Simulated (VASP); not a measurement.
Write the native input for VASP 6.6.1 that does the following.

```yaml
Task: single point
Functional: PBEsol
Potentials_or_basis: VASP PAW PBE potentials, release 64 (Ti_sv, Al)
Cutoff: 520 eV
k_mesh: 15 × 15 × 6
Occupations: gaussian, width 0.15 eV
Spin: no spin polarisation
Dipole_correction: no
Further_INCAR_settings: ALGO = Fast; EDIFF = 1e-07; NBANDS = 28
```

The structure of Ti3Al lies in POSCAR:

```
Ti3Al
1.0
    2.9488768782      0.0000000000      0.0000000000
   -1.4744384391      2.5538022892      0.0000000000
    0.0000000000      0.0000000000      8.8103594491
Ti Al
3 1
Direct
    0.6666666667      0.3333333333      0.0000000000
    0.3333333333      0.6666666667      0.7347588385
    0.3333333333      0.6666666667      0.2652411615
    0.6666666667      0.3333333333      0.5000000000
```

This cell differs from its parent crystal: atoms shifted along a free coordinate, c/a of the conventional cell at fixed volume 2.9877.

The input as run:

INCAR

```
SYSTEM = Ti3Al
PREC = Accurate
ENCUT = 520
EDIFF = 1E-7
ISMEAR = 0
SIGMA = 0.15
LREAL = .FALSE.
LASPH = .TRUE.
NELM = 80
ALGO = Fast
ISIF = 2
LWAVE = .FALSE.
LCHARG = .FALSE.
GGA = PS
NBANDS = 28
```

KPOINTS

```
regular mesh
0
G
  15 15 6
  0 0 0
```

Potentials or basis: VASP PAW PBE potentials, release 64 (Ti_sv, Al).

Launch:

```bash
$ cat potpaw_PBE.64/Ti_sv/POTCAR potpaw_PBE.64/Al/POTCAR > POTCAR
$ mpirun -np 1 vasp_std > vasp.out
```

Results of the run:

```yaml
Pressure: 1.3 GPa
Largest_force: 1.384 eV/Å
Band_gap_on_the_k_mesh: zero (an odd number of electrons rules out a gap without spin polarisation)
```

Caveat: the stress differs along the axes, from -2 to 8 GPa; the PAW data sets were made with another functional, which shifts forces and pressure a little.

It took 5.9 min on 1 thread of Intel(R) Xeon(R) 6975P-C (Granite Rapids), with other jobs on the host, peak memory 0.31 GiB.
